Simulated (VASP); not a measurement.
Input of a VASP 6.6.1 run:

The input INCAR:

```
PREC = Accurate
ENCUT = 600
EDIFF = 1E-6
ISMEAR = 0
SIGMA = 0.2
LREAL = F
LASPH = T
NELM = 80
ALGO = Normal
ISIF = 3
LWAVE = F
LCHARG = F
GGA = PE
IBRION = 2
NSW = 36
EDIFFG = -0.08
```

File KPOINTS:

```
regular mesh
0
Gamma
  5 5 2
```

Contents of POSCAR:

```
Mg5Se2
1.0
    3.6000000000      0.0000000000      0.0000000000
   -1.8000000000      3.1176914500      0.0000000000
    0.0000000000      0.0000000000     12.0300000000
Mg Se
5 2
Direct
    0.0000000000      0.0000000000      0.0000000000
    0.6666666700      0.3333333300      0.2700000000
    0.3333333300      0.6666666700      0.7300000000
    0.6666666700      0.3333333300      0.5800000000
    0.3333333300      0.6666666700      0.4200000000
    0.6666666700      0.3333333300      0.8650000000
    0.3333333300      0.6666666700      0.1350000000
```

Potentials or basis: VASP PAW PBE potentials, release 64 (Mg, Se).

Launch:

```sh
$ cat potpaw_PBE.64/Mg/POTCAR potpaw_PBE.64/Se/POTCAR > POTCAR
$ mpirun -np 1 vasp_std > vasp.out
```

Question: What does it give for the band gap on the k mesh?

Answer: Zero (bands 11 and 12 overlap by 0.29 eV).

Question: Predict the space group after relaxing (to 0.1 Å).

Answer: P-3m1 (No. 164).

Final structure:
```
CELL_PARAMETERS angstrom
3.76329 0.00000 0.00000
-1.88165 3.25911 0.00000
0.00000 0.00000 13.65086
ATOMIC_POSITIONS crystal
Mg 0.00000 0.00000 0.00000
Mg 0.66667 0.33333 0.23876
Mg 0.33333 0.66667 0.76124
Mg 0.66667 0.33333 0.58606
Mg 0.33333 0.66667 0.41394
Se 0.66667 0.33333 0.88072
Se 0.33333 0.66667 0.11928
```

Caveat: the k points lie up to 0.39 Å⁻¹ apart in the final cell; semilocal functionals underestimate gaps, so a narrow gap can read as zero.
